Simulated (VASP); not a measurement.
## TaMoAu: single point with PBE

Crystal: TaMoAu.

```
Ta Mo Au
1.0
     3.86200    0.00000    0.00000
     0.00000    3.86200    0.00000
     0.00000    0.00000    4.41074
Ta Mo Au
1 1 1
Direct
  0.50000 0.50000 0.50000
  0.00000 0.00000 0.50000
  0.00000 0.00000 0.00000
```

```json
{
 "Program": "VASP 6.6.1",
 "Task": "single point",
 "Functional": "PBE",
 "Potentials or basis": "VASP PAW PBE potentials, release 64 (Ta_pv, Mo_sv, Au)",
 "Cutoff": "520 eV",
 "k mesh": "4 × 4 × 4",
 "Occupations": "gaussian, width 0.1 eV",
 "Spin": "no spin polarisation"
}
```

```yaml
Pressure: 16.9 GPa
Band_gap_on_the_k_mesh: zero (band 18 reaches 7.05 eV, above the bottom of band 19 at 5.11 eV)
```

Stress tensor (GPa, compression positive):
```
-9.18  0.00  0.00
 0.00 -9.18  0.00
 0.00  0.00 68.99
```

Levels at points of the mesh, in eV from the Fermi level:
| k point | band 15 | band 16 | band 17 | band 18 | band 19 | band 20 | band 21 | band 22 |
| --- | --- | --- | --- | --- | --- | --- | --- | --- |
| (0.00, 0.00, 0.00) | -2.90 | -2.49 | 0.69 | 0.69 | 1.64 | 2.10 | 3.20 | 3.20 |
| (0.50, 0.00, 0.00) | -0.72 | -0.64 | -0.58 | -0.08 | 0.12 | 0.91 | 1.57 | 1.69 |
| (0.50, 0.50, 0.00) | -0.75 | -0.29 | -0.29 | 0.04 | 0.04 | 0.11 | 1.14 | 2.05 |
| (0.00, 0.00, 0.50) | -3.74 | -2.95 | -1.95 | -1.95 | -1.26 | 1.59 | 2.18 | 2.18 |
| (0.50, 0.00, 0.50) | -2.05 | -1.50 | -0.93 | -0.78 | -0.38 | 0.54 | 1.03 | 1.23 |
| (0.50, 0.50, 0.50) | -2.92 | -2.41 | -0.76 | -0.51 | 0.98 | 1.20 | 2.07 | 2.56 |

Run time: 16 s on 1 thread of AMD EPYC 9R45 96-Core Processor (Zen 5), on a shared host, peak memory 0.17 GiB.

Caveat: the k points lie up to 0.41 Å⁻¹ apart; spin-orbit coupling is left out, which moves the levels of the heavy elements.
